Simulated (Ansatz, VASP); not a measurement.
# Li2Sc in VASP and in Ansatz

```xyz
3
Lattice="-1.6138 1.6138 4.1015 1.6138 -1.6138 4.1015 1.6138 1.6138 -4.1015" Properties=species:S:1:pos:R:3 pbc="T T T"
Li    0.0000    0.0000    5.5276
Li    0.0000    0.0000    2.6755
Sc    0.0000    0.0000    0.0000
```

Alike in both runs: task relaxation of cell and atoms; functional PBE; k mesh 8 × 8 × 8; occupations gaussian, width 0.1 eV; no spin polarisation.

```csv
,VASP,Ansatz
version,VASP 6.6.1,Ansatz 0.2.0
potentials or method,"VASP PAW PBE potentials, release 64 (Li_sv, Sc_sv), cutoff 600 eV","scalar-relativistic, plane waves, PAW"
valence electrons in the cell,17,17
```

|  | VASP | Ansatz | Ansatz less VASP |
| --- | --- | --- | --- |
| gap on the k mesh at the Fermi level, each at its own relaxed structure (eV) | none | none | - |
| relaxed volume (Å³/atom) | 19.81 | 20.30 | +0.483 |
| relaxed cell length with the largest relative difference (Å) | 5.525 | 5.639 | +0.1145 |

A gap of «none» marks a metal or a gap that the smearing closes.

Noted on VASP's run: the cutoff is short for stress, so the pressure is rough; the volume moved by over 15 % at a fixed basis, so the end points are rough.
